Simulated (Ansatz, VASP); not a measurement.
Two plane-wave programs on TaN

Contents of INCAR:

```
PREC = Accurate
ENCUT = 520
EDIFF = 1E-6
ISMEAR = 0
SIGMA = 0.05
LREAL = False
LASPH = True
NELM = 150
ALGO = Normal
ISIF = 2
LWAVE = False
LCHARG = False
ISPIN = 2
MAGMOM = 0 0 0 0 0 0
LORBIT = 11
LMAXMIX = 4
LDAU = True
LDAUTYPE = 2
LDAUL = 2 -1
LDAUU = 5 0
LDAUJ = 0 0
LDAUPRINT = 1
GGA = PS
NBANDS = 37
```

The input KPOINTS:

```
Automatic mesh
0
Gamma
  4 4 6
```

File POSCAR:

```
TaN
1.0
    5.1960001500      0.0000000000      0.0000000000
   -2.5980000800      4.4998681300      0.0000000000
    0.0000000000      0.0000000000      2.9109996000
Ta N
3 3
Direct
    0.3333333333      0.6666666667      0.5000000000
    0.6666666667      0.3333333333      0.5000000000
    0.0000000000      0.0000000000      0.0000000000
    0.3928500000      0.0000000000      0.0000000000
    0.6071500000      0.6071500000      0.0000000000
    0.0000000000      0.3928500000      0.0000000000
```

Input for Ansatz:

```yaml
crystal:
  lattice:
    - [5.19600015, 0.0, 0.0]
    - [-2.59800008, 4.49986813, 0.0]
    - [0.0, 0.0, 2.9109996]
  atoms:
    - { symbol: Ta, position: [0.3333333333, 0.6666666667, 0.5], spin: 0.3 }
    - { symbol: Ta, position: [0.6666666667, 0.3333333333, 0.5], spin: 0.3 }
    - { symbol: Ta, position: [0.0, 0.0, 0.0], spin: 0.3 }
    - { symbol: "N", position: [0.39285, 0.0, 0.0] }
    - { symbol: "N", position: [0.60715, 0.60715, 0.0] }
    - { symbol: "N", position: [0.0, 0.39285, 0.0] }
basis:
  ecutwfc: 420
  ecutrho_ratio: 4
kpoints:
  mp_grid: { grid: [4, 4, 6] }
hamiltonian:
  xc: pbesol
  hubbard:
    sites:
      - { site: 0, l: d, u_eff: 5.0, starting_ns: [{ spin: up, occupation_matrix: s0up }, { spin: down, occupation_matrix: s0down }] }
      - { site: 1, l: d, u_eff: 5.0, starting_ns: [{ spin: up, occupation_matrix: s1up }, { spin: down, occupation_matrix: s1down }] }
      - { site: 2, l: d, u_eff: 5.0, starting_ns: [{ spin: up, occupation_matrix: s2up }, { spin: down, occupation_matrix: s2down }] }
    occupation_matrices:
      s0up:
        matrix:
          - [0.97, 0.0, 0.0, 0.0, 0.0]
          - [0.0, 0.02, 0.0, 0.0, 0.0]
          - [0.0, 0.0, 0.02, 0.0, 0.0]
          - [0.0, 0.0, 0.0, 0.02, 0.0]
          - [0.0, 0.0, 0.0, 0.0, 0.02]
      s0down:
        matrix:
          - [0.02, 0.0, 0.0, 0.0, 0.0]
          - [0.0, 0.02, 0.0, 0.0, 0.0]
          - [0.0, 0.0, 0.02, 0.0, 0.0]
          - [0.0, 0.0, 0.0, 0.02, 0.0]
          - [0.0, 0.0, 0.0, 0.0, 0.97]
      s1up:
        matrix:
          - [0.02, 0.0, 0.0, 0.0, 0.0]
          - [0.0, 0.02, 0.0, 0.0, 0.0]
          - [0.0, 0.0, 0.02, 0.0, 0.0]
          - [0.0, 0.0, 0.0, 0.02, 0.0]
          - [0.0, 0.0, 0.0, 0.0, 0.97]
      s1down:
        matrix:
          - [0.02, 0.0, 0.0, 0.0, 0.0]
          - [0.0, 0.02, 0.0, 0.0, 0.0]
          - [0.0, 0.0, 0.97, 0.0, 0.0]
          - [0.0, 0.0, 0.0, 0.02, 0.0]
          - [0.0, 0.0, 0.0, 0.0, 0.02]
      s2up:
        matrix:
          - [0.02, 0.0, 0.0, 0.0, 0.0]
          - [0.0, 0.97, 0.0, 0.0, 0.0]
          - [0.0, 0.0, 0.02, 0.0, 0.0]
          - [0.0, 0.0, 0.0, 0.02, 0.0]
          - [0.0, 0.0, 0.0, 0.0, 0.02]
      s2down:
        matrix:
          - [0.02, 0.0, 0.0, 0.0, 0.0]
          - [0.0, 0.02, 0.0, 0.0, 0.0]
          - [0.0, 0.0, 0.02, 0.0, 0.0]
          - [0.0, 0.0, 0.0, 0.02, 0.0]
          - [0.0, 0.0, 0.0, 0.0, 0.97]
    ns_hold: { iters: 12 }
scf:
  occupations: { method: gaussian, width: 0.05 }
  lower_state_search: "off"
  max_iter: 150
output:
  forces: true
  stress: true
  eigenvalues: true
  populations: true
  hubbard: { sites: [{ site: 0, l: d }, { site: 1, l: d }, { site: 2, l: d }] }
magnetization:
  spin_polarized: true
```

Alike in both runs: task single point; functional PBEsol; k mesh 4 × 4 × 6; occupations gaussian, width 0.05 eV; collinear spin; Hubbard terms Ta d U = 5.0 eV.

```csv
,VASP,Ansatz
version,VASP 6.6.1,Ansatz 0.2.0
potentials or method,"VASP PAW PBE potentials, release 64 (Ta_pv, N), cutoff 520 eV","scalar-relativistic, plane waves, PAW"
valence electrons in the cell,48,54
```

VASP gave:

- gap on the k mesh at the Fermi level (eV): none
- pressure (GPa): 12.7
- traceless stress, the component that is largest in VASP (GPa): 1.57
- rms of the force components (eV/Å): 0.139
- net moment per atom (μB): 0.00

Problem. What did Ansatz give for the same quantities?

Solution. gap on the k mesh at the Fermi level (eV): none; pressure (GPa): 1.1; traceless stress, the component that is largest in VASP (GPa): 0.19; rms of the force components (eV/Å): 0.005; net moment per atom (μB): 0.00.

VASP's potentials were made for PBE, not for PBEsol. The programs project onto different local orbitals, so the same U acts differently, and such runs can settle in different states. Atom by atom the forces differ by 0.143 eV/Å (rms over components). A gap of «none» marks a metal or a gap that the smearing closes. VASP's potentials hold 48 valence electrons a cell and Ansatz's 54, so a difference there can come from the potentials and not from the codes. Ansatz's warnings: filled band counts differ across k points, seeded moment not kept, specified occupation not kept, symmetry narrowed by occupation matrices.

Neither program's run includes spin-orbit coupling.
